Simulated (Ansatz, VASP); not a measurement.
# One calculation of AgCl, two programs

```xyz
2
Lattice="3.3956 0.0000 0.0000 0.0000 3.3956 0.0000 0.0000 0.0000 3.3956" Properties=species:S:1:pos:R:3 pbc="T T T"
Ag    0.0000    0.0000    0.0000
Cl    1.6978    1.6978    1.6978
```

Alike in both runs: task single point; functional PBE; k mesh 3 × 3 × 3; no spin polarisation.

|  | VASP | Ansatz |
| --- | --- | --- |
| version | VASP 6.6.1 | Ansatz 0.2.0 |
| potentials or method | VASP PAW PBE potentials, release 64 (Ag, Cl) | plane waves |
| plane-wave cutoff (eV) | 500 | 420 |
| occupations | gaussian, width 0.01 eV | fixed |
| valence electrons in the cell | 18 | 26 |

VASP gave:

```
gap on the k mesh at the Fermi level (eV) : 0.85
pressure (GPa)                            : 2.0
```

Q: What did Ansatz give for the same quantities?

A: gap on the k mesh at the Fermi level (eV): 0.85; pressure (GPa): 2.1.

VASP's potentials hold 18 valence electrons a cell and Ansatz's 26, so a difference there can come from the potentials and not from the codes.

The k mesh is coarse, so the values compare programs but aren't converged.
